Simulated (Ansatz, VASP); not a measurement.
**CaO in VASP and in Ansatz**

```
Ca O
1.0
     0.00000    2.39742    2.39742
     2.39742    0.00000    2.39742
     2.39742    2.39742    0.00000
Ca O
1 1
Cartesian
  2.3974 2.3974 2.3974
  0.0000 0.0000 0.0000
```

Alike in both runs: task single point; functional RPBE; k mesh 8 × 8 × 8; no spin polarisation.

|  | VASP | Ansatz |
| --- | --- | --- |
| version | VASP 6.6.1 | Ansatz 0.2.0 |
| potentials or method | VASP PAW PBE potentials, release 64 (Ca_sv, O), cutoff 520 eV | scalar-relativistic, plane waves, PAW |
| occupations | tetrahedron | tetrahedron-uncorrected |
| valence electrons in the cell | 16 | 16 |

Ansatz gave:

| Property | Result |
| --- | --- |
| gap on the k mesh at the Fermi level (eV) | 3.76 |
| pressure (GPa) | 6.3 |

Problem. Estimate VASP's values.

Solution. gap on the k mesh at the Fermi level (eV): 3.74; pressure (GPa): 6.9.

VASP's potentials were made for PBE, not for RPBE. Ansatz's warnings: band table not solved further.
